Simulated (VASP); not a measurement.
Runs of VASP 6.6.1 on S3O. The structure is that of space group Pm-3m (No. 221), or close to it. The cells are those of the table. The cell was generated, and may not be a known phase.

| task | cell | k mesh | cutoff (eV) | gap on the mesh (eV) | pressure (GPa) | moment (μB) | relaxed volume (Å³/atom) |
| --- | --- | --- | --- | --- | --- | --- | --- |
| single point | a = 3.729 Å, 4 atoms | 6 × 6 × 6 | 520 | none | -1.9 | 0.01 | - |
| single point | a = 3.732 Å, 4 atoms | 12 × 12 × 12 | 520 | none | (b) | 0.00 | - |
| relaxation of cell and atoms | relaxed from a = 3.729 Å, 4 atoms | 6 × 6 × 6 | 600 | none | 0.2 | 0.01 | 12.68 |
| single point | a = 4.298 Å, 4 atoms | 4 × 4 × 4 | 520 | none | (a) | 0.00 | - |
| relaxation of cell and atoms | relaxed from a = 4.298 Å, 4 atoms | 4 × 4 × 4 | 600 | none | -0.3 | 0.00 | 12.79 |

Alike in all rows: level PBE+D3(BJ); potentials or basis VASP PAW PBE potentials, release 64 (S, O); spin collinear, ferromagnetic start; smearing gaussian 0.1 eV.

Task: Fill in the values left out.

Result: (a) -16.5; (b) -1.8.

Caveats: some runs use coarse meshes; the volume moved by over 15 % at a fixed basis, so the end points are rough (at least some runs).

A gap of «none» marks levels without a gap at the run's occupations.
